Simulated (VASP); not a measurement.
# Si (Fm-3m) in VASP: further runs

Si is run at these levels: PBE; tasks: single point.

Program: VASP 6.6.1. These are calculated values, not measurements. Logs are shortened: lines on timing, memory, paths and dates and some standing lists are left out, and cuts for length are marked.

## Step 1: The cell of the first run

It takes space group Fm-3m (No. 225, cubic). Conventional cell: a = 3.271 Å, b = 3.271 Å, c = 3.271 Å, α = 90.00°, β = 90.00°, γ = 90.00°. Si (site symmetry m-3m) has 12 Si at 2.31 Å within 3.1 Å.

This isn't the form of Si at room conditions, which is diamond.

## Step 2: Single point, PBE (8.75 Å³/atom)

The input, INCAR:

```
SYSTEM = Si
PREC = Accurate ; ENCUT = 500
EDIFF = 1E-6 ; ISMEAR = -1
SIGMA = 0.05 ; LREAL = .FALSE.
LASPH = .TRUE. ; NELM = 120
ALGO = Normal ; ISIF = 2
LWAVE = .FALSE. ; LCHARG = .FALSE.
GGA = PE ; NBANDS = 8
GGA_COMPAT = .FALSE.
```

The input, KPOINTS:

```
Automatic mesh
0
G
  19 19 19
  0 0 0
```

The input, POSCAR:

```
Si
1.0
    0.0000000000      1.6353062401      1.6353062401
    1.6353062401      0.0000000000      1.6353062401
    1.6353062401      1.6353062401      0.0000000000
Si
1
Direct
    0.0000000000      0.0000000000      0.0000000000
```

Potentials or basis: VASP PAW PBE potentials, release 64 (Si).

Started as:

```
cat potpaw_PBE.64/Si/POTCAR > POTCAR
mpirun -np 1 vasp_std > vasp.out
```

OUTCAR:

```text
SYSTEM = Si
   PREC = Accurate
   ENCUT = 500
   EDIFF = 1E-6
   ISMEAR = -1
   LREAL = .FALSE.
   LASPH = .TRUE.
   NELM = 120
   ISIF = 2
   GGA = PE

 ion  position               nearest neighbor table
   1  0.000  0.000  0.000-

  LATTYP: Found a face centered cubic cell.
 ALAT       =     3.2706124802

  Lattice vectors:

 A1 = (   0.0000000000,   1.6353062401,   1.6353062401)
 A2 = (   1.6353062401,   0.0000000000,   1.6353062401)
 A3 = (   1.6353062401,   1.6353062401,   0.0000000000)

Analysis of symmetry for initial positions (statically):
=====================================================================
 Subroutine PRICEL returns:
 Original cell was already a primitive cell.

 Routine SETGRP: Setting up the symmetry group for a
 face centered cubic supercell.

 Subroutine GETGRP returns: Found 48 space group operations
 (whereof 48 operations were pure point group operations)
 out of a pool of 48 trial point group operations.

The static configuration has the point symmetry O_h .

Analysis of symmetry for dynamics (positions and initial velocities):
=====================================================================
 Subroutine PRICEL returns:
 Original cell was already a primitive cell.

 Routine SETGRP: Setting up the symmetry group for a
 face centered cubic supercell.

 Subroutine GETGRP returns: Found 48 space group operations
 (whereof 48 operations were pure point group operations)
 out of a pool of 48 trial point group operations.

The dynamic configuration has the point symmetry O_h .

 Subroutine INISYM returns: Found 48 space group operations
 (whereof 48 operations are pure point group operations),
 and found     1 'primitive' translations

----------------------------------------------------------------------------------------

                                     Primitive cell

  volume of cell :       8.7464

  direct lattice vectors                    reciprocal lattice vectors
     0.000000000  1.635306240  1.635306240    -0.305753129  0.305753129  0.305753129
     1.635306240  0.000000000  1.635306240     0.305753129 -0.305753129  0.305753129
     1.635306240  1.635306240  0.000000000     0.305753129  0.305753129 -0.305753129

  length of vectors
     2.312672263  2.312672263  2.312672263     0.529579954  0.529579954  0.529579954

  position of ions in fractional coordinates (direct lattice)
     0.000000000  0.000000000  0.000000000

  ion indices of the primitive-cell ions
   primitive index   ion index
                 1           1

----------------------------------------------------------------------------------------

 KPOINTS: Automatic mesh

Automatic generation of k-mesh.
 Grid dimensions read from file:
 generate k-points for:   19   19   19

 Generating k-lattice:

  Cartesian coordinates                     Fractional coordinates (reciprocal lattice)
    -0.016092270  0.016092270  0.016092270     0.052631579  0.000000000  0.000000000
     0.016092270 -0.016092270  0.016092270     0.000000000  0.052631579  0.000000000
     0.016092270  0.016092270 -0.016092270     0.000000000  0.000000000  0.052631579

  Length of vectors
     0.027872629  0.027872629  0.027872629

  Shift w.r.t. Gamma in fractional coordinates (k-lattice)
     0.000000000  0.000000000  0.000000000

 Subroutine IBZKPT returns following result:
 ===========================================

 Found    220 irreducible k-points:

 Following reciprocal coordinates:
            Coordinates               Weight
  0.000000  0.000000  0.000000      1.000000
  0.052632  0.000000  0.000000      8.000000
  0.105263  0.000000  0.000000      8.000000
  0.157895  0.000000  0.000000      8.000000
  0.210526  0.000000  0.000000      8.000000
  0.263158  0.000000  0.000000      8.000000
[... 16 lines left out ...]
 -0.315789  0.052632  0.000000     24.000000
 -0.263158  0.052632  0.000000     24.000000
 [... further k-points ...]
   k-points           NKPTS =    220   k-points in BZ     NKDIM =    220   number of bands    NBANDS=      8
   number of dos      NEDOS =    301   number of ions     NIONS =      1
   total plane-waves  NPLWV =   5832
   dimension x,y,z NGX =    18 NGY =   18 NGZ =   18
   dimension x,y,z NGXF=    36 NGYF=   36 NGZF=   36
   ions per type =               1
   NGX,Y,Z   is equivalent  to a cutoff of  12.94, 12.94, 12.94 a.u.
   NGXF,Y,Z  is equivalent  to a cutoff of  25.88, 25.88, 25.88 a.u.
 SYSTEM =  Si
   PREC   = accura    normal or accurate (medium, high low for compatibility)
   ISTART =      0    job   : 0-new  1-cont  2-samecut
   ICHARG =      2    charge: 1-file 2-atom 10-const
   ISPIN  =      1    spin polarized calculation?
   LNONCOLLINEAR =      F non collinear calculations
   LSORBIT =      F    spin-orbit coupling
   LASPH  =      T    aspherical Exc in radial PAW
   ENCUT  =  500.0 eV  36.75 Ry    6.06 a.u.   4.22  4.22  4.22*2*pi/ulx,y,z
   NELM   =    120;   NELMIN=  2; NELMDL= -5     # of ELM steps
   EDIFF  = 0.1E-05   stopping-criterion for ELM
   LREAL  =      F    real-space projection
   EDIFFG = 0.1E-04   stopping-criterion for IOM
   NSW    =      0    number of steps for IOM
   IBRION =     -1    ionic relax: 0-MD 1-quasi-New 2-CG
   NFREE  =      0    steps in history (QN), initial steepest desc. (CG)
   ISIF   =      2    stress and relaxation
   ISYM   =      2    0-nonsym 1-usesym 2-fastsym
   POTIM  = 0.5000    time-step for ionic-motion
   TEBEG  =    0.0;   TEEND  =   0.0 temperature during run
   PSTRESS=    0.0 pullay stress
   NELECT =       4.0000    total number of electrons
   NUPDOWN=      -1.0000    fix difference up-down
   EMIN   =  10.00;   EMAX   =-10.00  energy-range for DOS
   EFERMI =   0.00;   METHOD = LEGACY
   ISMEAR =    -1;   SIGMA  =   0.05  broadening in eV -4-tet -1-fermi 0-gaus
   EFERMI_NEDOS =   21; number of points for ismear=-14 and -15
   IALGO  =     38    algorithm
   IMIX   =      4    mixing-type and parameters
     AMIX     =   0.40;   BMIX     =  1.00
     AMIX_MAG =   1.60;   BMIX_MAG =  1.00
  volume/ion in A,a.u.               =       8.75        59.02
  Fermi-wavevector in a.u.,A,eV,Ry     =   1.261302  2.383515 21.645272  1.590883
  Thomas-Fermi vector in A             =   2.394768
   LORBIT       =      0    0 simple, 1 ext, 2 COOP (PROOUT), +10 PAW based schemes
   GGA     = PE    functional components
   LHFCALC =     F    Hartree Fock is set to
   AEXX    =    0.0000 exact exchange contribution
   IVDW    =     0    specifies the selected vdW correction
   LEPSILON=     F    determine dielectric tensor
   LRPA    =     F    only Hartree local field effects (RPA)
 non-spin polarized calculation
  energy-cutoff  :      500.00
  volume of cell :        8.75
 maximum number of plane-waves:       229
 NGX is ok and might be reduce to    18
   NGX =  9   NGY =  9   NGZ =  9

 number of electron       4.0000000 magnetization

 Free energy of the ion-electron system (eV)
  ---------------------------------------------------
  ext. energy  EPLUGINS =         0.00000000
  ---------------------------------------------------
  free energy    TOTEN  =        -3.47935851 eV

  energy without entropy =       -3.47725378  energy(sigma->0) =       -3.47830615

 E-fermi :  18.3188     XC(G=0): -13.3545

 val. band max:       18.3171091385   @ k =  -0.2105   0.2105   0.0000
 cond. band min:      18.3409323564   @ k =  -0.4211   0.4737   0.0526
 fundamental gap:      0.0238232179
 Fermi energy:        18.3187805101

 k-point     1 :       0.0000    0.0000    0.0000
  band No.  band energies     occupation
      1      -1.6603      2.00000
      2      32.3848      0.00000
      3      32.3848      0.00000
      4      32.3848      0.00000
      5      36.9725      0.00000
      6      36.9725      0.00000
      7      36.9725      0.00000
      8      38.9835      0.00000

 k-point     2 :       0.0526    0.0000    0.0000
  band No.  band energies     occupation
      1      -1.5479      2.00000
      2      30.7797      0.00000
      3      32.2035      0.00000
      4      32.2035      0.00000
      5      37.3321      0.00000
      6      37.3321      0.00000
      7      37.3631      0.00000
      8      40.1580      0.00000

 k-point     3 :       0.1053    0.0000    0.0000
  band No.  band energies     occupation
      1      -1.2115      2.00000
      2      27.9111      0.00000
      3      31.7912      0.00000
      4      31.7912      0.00000
      5      37.3177      0.00000
      6      38.2737      0.00000
      7      38.2737      0.00000
      8      40.6560      0.00000

 k-point     4 :       0.1579    0.0000    0.0000
  band No.  band energies     occupation
      1      -0.6527      2.00000
      2      24.8863      0.00000
      3      31.3411      0.00000
      4      31.3411      0.00000
      5      37.0486      0.00000
      6      39.0444      0.00000
      7      39.0444      0.00000
      8      39.7124      0.00000

 k-point     5 :       0.2105    0.0000    0.0000
  band No.  band energies     occupation
      1       0.1257      2.00000
      2      21.9164      0.00000
      3      30.9592      0.00000
      4      30.9592      0.00000
      5      36.7666      0.00000
      6      37.6063      0.00000
      7      37.6063      0.00000
      8      41.2664      0.00000
[... 177 lines left out ...]
 k-point    22 :      -0.3684    0.0526    0.0000
  band No.  band energies     occupation
      1       4.3408      2.00000
      2      13.1065      2.00000
      3      28.4276      0.00000
      4      31.3070      0.00000
      5      33.0998      0.00000
      6      34.2612      0.00000
      7      37.5439      0.00000
      8      41.0849      0.00000

 k-point    23 :      -0.3158    0.0526    0.0000
  band No.  band energies     occupation
      1       2.8684      2.00000
      2      15.5790      2.00000
      3      28.3578      0.00000
      4      31.8296      0.00000
      5      33.4876      0.00000
      6      35.2780      0.00000
      7      37.3859      0.00000
      8      42.1466      0.00000

 k-point    24 :      -0.2632    0.0526    0.0000
  band No.  band energies     occupation
      1       1.5959      2.00000
      2      18.2200      1.75636
      3      28.4554      0.00000
      4      32.1265      0.00000
      5      34.4250      0.00000
      6      36.4349      0.00000
      7      37.4119      0.00000
      8      42.3508      0.00000

 [... further k-points ...]

------------------------ aborting loop because EDIFF is reached ----------------------------------------

  FORCE on cell =-STRESS in cart. coord.  units (eV):
  Direction    XX          YY          ZZ          XY          YZ          ZX
  --------------------------------------------------------------------------------------
  -------------------------------------------------------------------------------------
  Total        6.8061334      6.8061334      6.8061334     -0.0000000     -0.0000000     -0.0000000
  in kB     1246.7625887   1246.7625887   1246.7625887     -0.0000000     -0.0000000     -0.0000000
  external PRESSURE =    1246.7625887 kB  Pullay stress =       0.0000000 kB

 VOLUME and BASIS-vectors are now :
 -----------------------------------------------------------------------------
  energy-cutoff  :      500.00
  volume of cell :        8.75
      direct lattice vectors                 reciprocal lattice vectors
     0.000000000  1.635306240  1.635306240    -0.305753129  0.305753129  0.305753129
     1.635306240  0.000000000  1.635306240     0.305753129 -0.305753129  0.305753129
     1.635306240  1.635306240  0.000000000     0.305753129  0.305753129 -0.305753129

 POSITION                                       TOTAL-FORCE (eV/Angst)
 -----------------------------------------------------------------------------------
      0.00000      0.00000      0.00000         0.000000     -0.000000     -0.000000
 -----------------------------------------------------------------------------------
    total drift:                               -0.000000      0.000000     -0.000000

  FREE ENERGIE OF THE ION-ELECTRON SYSTEM (eV)
  ---------------------------------------------------
  free  energy   TOTEN  =        -3.4793585097 eV

  energy  without entropy=       -3.4772537847  energy(sigma->0) =       -3.47830615
```

It took 27 s on 1 thread of AMD EPYC 7R13, shared host; peak memory 0.09 GiB.

Results:

```
Free energy            : -3.4794 eV
Pressure               : 124.7 GPa
Band gap on the k mesh : zero (bands 2 and 3 overlap by 17.56 eV)
```

Levels at points of the mesh, in eV from the Fermi level:
```
           k point  band 1  band 2  band 3  band 4  band 5
(0.00, 0.00, 0.00)  -19.98   14.07   14.07   14.07   18.65
```

Caveat: the cell stands under pressure.

## Step 3: Single point, PBE

This run uses another cell than the first one, of 14.50 Å³/atom.

The input, INCAR:

```
PREC = Accurate ; ENCUT = 500
EDIFF = 1E-6 ; ISMEAR = -1
SIGMA = 0.05 ; LREAL = F
LASPH = T ; NELM = 120
ALGO = Normal ; ISIF = 2
LWAVE = F ; LCHARG = F
GGA = PE ; NBANDS = 8
GGA_COMPAT = F
```

The input, KPOINTS:

```
Automatic mesh
0
Gamma
  17 17 17
```

The input, POSCAR:

```
Si
1.0
    0.0000000000      1.9356492186      1.9356492186
    1.9356492186      0.0000000000      1.9356492186
    1.9356492186      1.9356492186      0.0000000000
Si
1
Direct
    0.0000000000      0.0000000000      0.0000000000
```

Potentials or basis: VASP PAW PBE potentials, release 64 (Si).

Started as:

```
cat potpaw_PBE.64/Si/POTCAR > POTCAR
mpirun -np 1 vasp_std > vasp.out
```

It took 20 s on 1 thread of AMD EPYC 7R13, shared host; peak memory 0.1 GiB.

It converged, with:

* Free energy: -4.8869 eV
* Pressure: -0.1 GPa
* Band gap on the k mesh: zero (bands 2 and 3 overlap by 14.06 eV)

Levels at points of the mesh, in eV from the Fermi level:
| k point | band 1 | band 2 | band 3 | band 4 | band 5 | band 6 | band 7 |
| --- | --- | --- | --- | --- | --- | --- | --- |
| (0.00, 0.00, 0.00) | -14.47 | 11.07 | 11.07 | 11.07 | 11.88 | 11.88 | 11.88 |

The gap in the log of VASP goes by the Fermi energy; the results here count the filled bands.